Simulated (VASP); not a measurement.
Wanted: the native input for a VASP 6.6.1 run.

* Task: single point
* Functional: PBEsol
* Potentials or basis: VASP PAW PBE potentials, release 64 (Zr_sv, B)
* Cutoff: 520 eV
* k mesh: 15 × 15 × 12
* Occupations: gaussian, width 0.15 eV
* Spin: no spin polarisation
* Dipole correction: no
* Further INCAR settings: ALGO = Normal; EDIFF = 1e-06; NBANDS = 16

The structure of ZrB2 lies in POSCAR:

```
ZrB2
1.0
    3.1548382285      0.0000000000      0.0000000000
   -1.5774191143      2.7321700507      0.0000000000
    0.0000000000      0.0000000000      3.3314000000
Zr B
1 2
Direct
    0.0000000000      0.0000000000      0.0000000000
    0.3333333333      0.6666666667      0.5000000000
    0.6666666667      0.3333333333      0.5000000000
```

One way to write it, as run:

INCAR

```
SYSTEM = ZrB2
ALGO = Normal
EDIFF = 1E-6
ENCUT = 520
GGA = PS
ISIF = 2
ISMEAR = 0
LASPH = .True.
LCHARG = .False.
LREAL = .False.
LWAVE = .False.
NBANDS = 16
NELM = 60
PREC = Accurate
SIGMA = 0.15
```

KPOINTS

```
k-points
0
Gamma
  15 15 12
  0 0 0
```

Potentials or basis: VASP PAW PBE potentials, release 64 (Zr_sv, B).

Launch:

```bash
$ cat potpaw_PBE.64/Zr_sv/POTCAR potpaw_PBE.64/B/POTCAR > POTCAR
$ mpirun -np 1 vasp_std > vasp.out
```

It gave:

| Property | Result |
| --- | --- |
| Pressure | 14.2 GPa |
| Band gap on the k mesh | zero (band 9 reaches 11.79 eV, above the bottom of band 10 at 10.93 eV) |

Caveat: the PAW data sets were made with another functional, which shifts forces and pressure a little.

It took 40 s on 1 thread of AMD EPYC 9R45 96-Core Processor (Zen 5), on a shared host, peak memory 0.18 GiB.
